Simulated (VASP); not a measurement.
# CrO2 (Fm-3m) in VASP: notebook

The runs below take CrO2 through relaxation of cell and atoms, with LDA, PBE.

Everything below comes from runs of VASP 6.6.1. Logs are shortened: lines on timing, memory, paths and dates and some standing lists are left out, and cuts for length are marked.

### Step 1. The cell of the first run

It takes space group Fm-3m (No. 225, cubic). The conventional cell has a = 4.766 Å, b = 4.766 Å, c = 4.766 Å, α = 90.00°, β = 90.00°, γ = 90.00°. Within 2.7 Å of Cr (site symmetry m-3m) lie 8 O at 2.06 Å. O (site symmetry -43m) has 4 Cr at 2.06 Å and 6 O at 2.38 Å within 2.7 Å.

### Step 2. Relaxation of cell and atoms, LDA, collinear spin, ferromagnetic start

INCAR

```
PREC = Accurate
ENCUT = 600
EDIFF = 1E-6
ISMEAR = -1
SIGMA = 0.05
LREAL = F
LASPH = T
NELM = 150
ALGO = Normal
ISIF = 3
LWAVE = F
LCHARG = F
ISPIN = 2
MAGMOM = 3 0 0
LORBIT = 11
LMAXMIX = 4
IBRION = 2
NSW = 60
EDIFFG = -0.01
```

KPOINTS

```
regular mesh
0
Gamma
  7 7 7
```

POSCAR

```
CrO2
1.0
    0.0000000000      2.3830650000      2.3830650000
    2.3830650000      0.0000000000      2.3830650000
    2.3830650000      2.3830650000      0.0000000000
Cr O
1 2
Direct
    0.0000000000      0.0000000000      0.0000000000
    0.2500000000      0.2500000000      0.2500000000
    0.7500000000      0.7500000000      0.7500000000
```

Potentials or basis: VASP PAW LDA potentials, release 64 (Cr_pv, O).

Launch:

```
$ cat potpaw_LDA.64/Cr_pv/POTCAR potpaw_LDA.64/O/POTCAR > POTCAR
$ mpirun -np 1 vasp_std > vasp.out
```

OUTCAR:

```text
PREC = Accurate
   ENCUT = 600
   EDIFF = 1E-6
   ISMEAR = -1
   LREAL = F
   LASPH = T
   NELM = 150
   ISIF = 3
   ISPIN = 2
   LORBIT = 11
   IBRION = 2
   NSW = 60
   EDIFFG = -0.01

 ion  position               nearest neighbor table
   1  0.000  0.000  0.000-   3 2.06   3 2.06   3 2.06   2 2.06   3 2.06   2 2.06   2 2.06   2 2.06

   2  0.250  0.250  0.250-   1 2.06   1 2.06   1 2.06   1 2.06
   3  0.750  0.750  0.750-   1 2.06   1 2.06   1 2.06   1 2.06

  LATTYP: Found a face centered cubic cell.
 ALAT       =     4.7661300000

  Lattice vectors:

 A1 = (   0.0000000000,   2.3830650000,   2.3830650000)
 A2 = (   2.3830650000,   0.0000000000,   2.3830650000)
 A3 = (   2.3830650000,   2.3830650000,   0.0000000000)

Analysis of symmetry for initial positions (statically):
=====================================================================
 Subroutine PRICEL returns:
 Original cell was already a primitive cell.

 Routine SETGRP: Setting up the symmetry group for a
 face centered cubic supercell.

 Subroutine GETGRP returns: Found 48 space group operations
 (whereof 48 operations were pure point group operations)
 out of a pool of 48 trial point group operations.

The static configuration has the point symmetry O_h .

Analysis of symmetry for dynamics (positions and initial velocities):
=====================================================================
 Subroutine PRICEL returns:
 Original cell was already a primitive cell.

 Routine SETGRP: Setting up the symmetry group for a
 face centered cubic supercell.

 Subroutine GETGRP returns: Found 48 space group operations
 (whereof 48 operations were pure point group operations)
 out of a pool of 48 trial point group operations.

The dynamic configuration has the point symmetry O_h .

Analysis of structural, dynamic, and magnetic symmetry:
=====================================================================
 Subroutine PRICEL returns:
 Original cell was already a primitive cell.

 Routine SETGRP: Setting up the symmetry group for a
 face centered cubic supercell.

 Subroutine GETGRP returns: Found 48 space group operations
 (whereof 48 operations were pure point group operations)
 out of a pool of 48 trial point group operations.

The overall configuration has the point symmetry O_h .

 Subroutine INISYM returns: Found 48 space group operations
 (whereof 48 operations are pure point group operations),
 and found     1 'primitive' translations

[... 108 lines left out ...]
   IALGO  =     38    algorithm
   IMIX   =      4    mixing-type and parameters
     AMIX     =   0.40;   BMIX     =  1.00
     AMIX_MAG =   1.60;   BMIX_MAG =  1.00
  volume/ion in A,a.u.               =       9.02        60.89
  Fermi-wavevector in a.u.,A,eV,Ry     =   1.572773  2.972110 33.655571  2.473615
  Thomas-Fermi vector in A             =   2.674157
   LORBIT       =     11    0 simple, 1 ext, 2 COOP (PROOUT), +10 PAW based schemes
   GGA     = CA    functional components
   LHFCALC =     F    Hartree Fock is set to
   AEXX    =    0.0000 exact exchange contribution
   IVDW    =     0    specifies the selected vdW correction
   LEPSILON=     F    determine dielectric tensor
   LRPA    =     F    only Hartree local field effects (RPA)
 conjugate gradient relaxation of ions
 spin polarized calculation
  energy-cutoff  :      600.00
  volume of cell :       27.07
 maximum number of plane-waves:       914
   NGX = 13   NGY = 13   NGZ = 13

--------------------------------------- Ionic step        1  -------------------------------------------

 number of electron      23.9999997 magnetization       1.9997774

 Free energy of the ion-electron system (eV)
  ---------------------------------------------------
  ext. energy  EPLUGINS =         0.00000000
  ---------------------------------------------------
  free energy    TOTEN  =       -26.84178360 eV

  energy without entropy =      -26.84164614  energy(sigma->0) =      -26.84171487

------------------------ aborting loop because EDIFF is reached ----------------------------------------

  FORCE on cell =-STRESS in cart. coord.  units (eV):
  Direction    XX          YY          ZZ          XY          YZ          ZX
  --------------------------------------------------------------------------------------
  -------------------------------------------------------------------------------------
  Total       -4.2749053     -4.2749053     -4.2749053      0.0000000      0.0000000     -0.0000000
  in kB     -253.0459669   -253.0459669   -253.0459669      0.0000000      0.0000000     -0.0000000
  external PRESSURE =    -253.0459669 kB  Pullay stress =       0.0000000 kB
[... 98 lines left out ...]
--------------------------------------- Ionic step        4  -------------------------------------------

 number of electron      24.0000009 magnetization       1.9999944

 Free energy of the ion-electron system (eV)
  ---------------------------------------------------
  ext. energy  EPLUGINS =         0.00000000
  ---------------------------------------------------
  free energy    TOTEN  =       -27.06763769 eV

  energy without entropy =      -27.06762275  energy(sigma->0) =      -27.06763022

 E-fermi :   8.0236     XC(G=0): -13.4807

 val. band max:        7.5947445027   @ k =  -0.1429   0.1429   0.0000
 cond. band min:       8.4246983630   @ k =   0.0000   0.0000   0.0000
 fundamental gap:      0.8299538604
 Fermi energy:         8.0236213099

 spin component 1

 k-point     1 :       0.0000    0.0000    0.0000
  band No.  band energies     occupation
      1     -36.5422      1.00000
      2     -36.5422      1.00000
      3     -36.5422      1.00000
      4     -13.1550      1.00000
      5      -7.9926      1.00000
      6       0.4873      1.00000
[... 396 lines left out ...]
      4     -10.4860      1.00000
      5     -10.4514      1.00000
      6      -0.0846      1.00000
[... 10 lines left out ...]
     17      10.8603      0.00000
     18      19.0839      0.00000
 Fermi energy:         8.0236213099

 spin component 2

 k-point     1 :       0.0000    0.0000    0.0000
  band No.  band energies     occupation
      1     -34.5433      1.00000
      2     -34.5433      1.00000
      3     -34.5433      1.00000
      4     -13.1473      1.00000
      5      -8.1042      1.00000
      6       0.8196      1.00000
[... 439 lines left out ...]
  FREE ENERGIE OF THE ION-ELECTRON SYSTEM (eV)
  ---------------------------------------------------
  free  energy   TOTEN  =       -27.0676376924 eV

  energy  without entropy=      -27.0676227550  energy(sigma->0) =      -27.06763022

 reached required accuracy - stopping structural energy minimisation

 total charge

# of ion       s       p       d       tot
------------------------------------------
    1        0.325   6.412   4.050  10.786
    2        1.569   3.449   0.000   5.018
    3        1.569   3.449   0.000   5.018
--------------------------------------------------
tot          3.463  13.310   4.050  20.823

 magnetization (x)

# of ion       s       p       d       tot
------------------------------------------
    1        0.028   0.031   2.026   2.085
    2       -0.002  -0.073   0.000  -0.075
    3       -0.002  -0.073   0.000  -0.075
--------------------------------------------------
tot          0.024  -0.114   2.026   1.936
```

OSZICAR:

```text
N       E                     dE             d eps       ncg     rms          rms(c)
DAV:   1     0.246754462448E+03    0.24675E+03   -0.14604E+04  1440   0.162E+03
DAV:   2    -0.177065990867E+02   -0.26446E+03   -0.25295E+03  1570   0.432E+02
[... 45 lines left out ...]
DAV:   2    -0.270682136203E+02    0.40124E-03   -0.99911E-03  1526   0.101E+00    0.253E-01
DAV:   3    -0.270676980912E+02    0.51553E-03   -0.44315E-03  1720   0.550E-01    0.740E-02
DAV:   4    -0.270676422711E+02    0.55820E-04   -0.41654E-04  1466   0.205E-01    0.229E-02
DAV:   5    -0.270676392656E+02    0.30054E-05   -0.88049E-06  1484   0.327E-02    0.109E-02
DAV:   6    -0.270676378970E+02    0.13687E-05   -0.39312E-06  1466   0.184E-02    0.417E-03
DAV:   7    -0.270676376924E+02    0.20453E-06   -0.93228E-07   720   0.790E-03
   4 F= -.27067638E+02 E0= -.27067630E+02  d E =-.225854E+00  mag=     2.0000
```

CONTCAR:

```text
CrO2
   1.00000000000000
     0.0000000000000000    2.3038659564705313    2.3038659564705313
     2.3038659564705313    0.0000000000000000    2.3038659564705313
     2.3038659564705313    2.3038659564705313   -0.0000000000000000
  Cr              O
     1     2
Direct
     0.0000000000000000    1.0000000000000000    0.0000000000000000
     0.2500000000000000    0.2500000000000000    0.2500000000000000
     0.7500000000000000    0.7500000000000000    0.7500000000000000

  0.00000000E+00  0.00000000E+00  0.00000000E+00
  0.00000000E+00  0.00000000E+00  0.00000000E+00
  0.00000000E+00  0.00000000E+00  0.00000000E+00
```

Run time: 2.3 min. Hardware: 1 thread of Intel Xeon 8259CL, shared host; peak memory 0.17 GiB.

Results:

```yaml
Free_energy: -27.0676 eV
Relaxed_volume: 8.15 Å³/atom
Relaxed_cell: a = 3.258 Å, b = 3.258 Å, c = 3.258 Å, α = 60.00°, β = 60.00°, γ = 60.00°
Space_group_after_relaxing_to_0.1_Å: Fm-3m (No. 225)
Energy_gained_by_relaxing: 75.3 meV/atom
Ionic_steps: 4
Pressure_after_relaxing: -0.2 GPa
Band_gap_on_the_k_mesh: 0.83 eV (least direct gap 1.04 eV)
Net_moment: 2.00 μB per cell
Site_moments: Cr +2.08; O -0.07 μB
Valence_electrons_inside_the_program's_atomic_spheres: Cr 10.79; O 5.02
```

Step by step:
```
step  energy change (eV)  largest force (eV/Å)  pressure (GPa)  volume (Å³)
   1              0.0000                0.0000          -25.30        27.07
   2              0.1009                0.0000           44.84        21.86
   3             -0.2257                0.0000           -0.77        24.51
   4             -0.2259                0.0000           -0.16        24.46
```

Final structure:
```xyz
3
Lattice="0.0000 2.3039 2.3039 2.3039 0.0000 2.3039 2.3039 2.3039 0.0000" Properties=species:S:1:pos:R:3 pbc="T T T"
Cr    2.3039    0.0000    2.3039
O     1.1519    1.1519    1.1519
O     3.4558    3.4558    3.4558
```

Caveat: an empty level that is flat over the whole mesh can mark a ghost state of the potentials, or a narrow d or f band; an odd mesh through Γ misses points on the zone boundary, where band edges can lie; a cell with one magnetic atom can't hold antiferromagnetic order, which such compounds often take.

(Continued in part 2 of 2.)
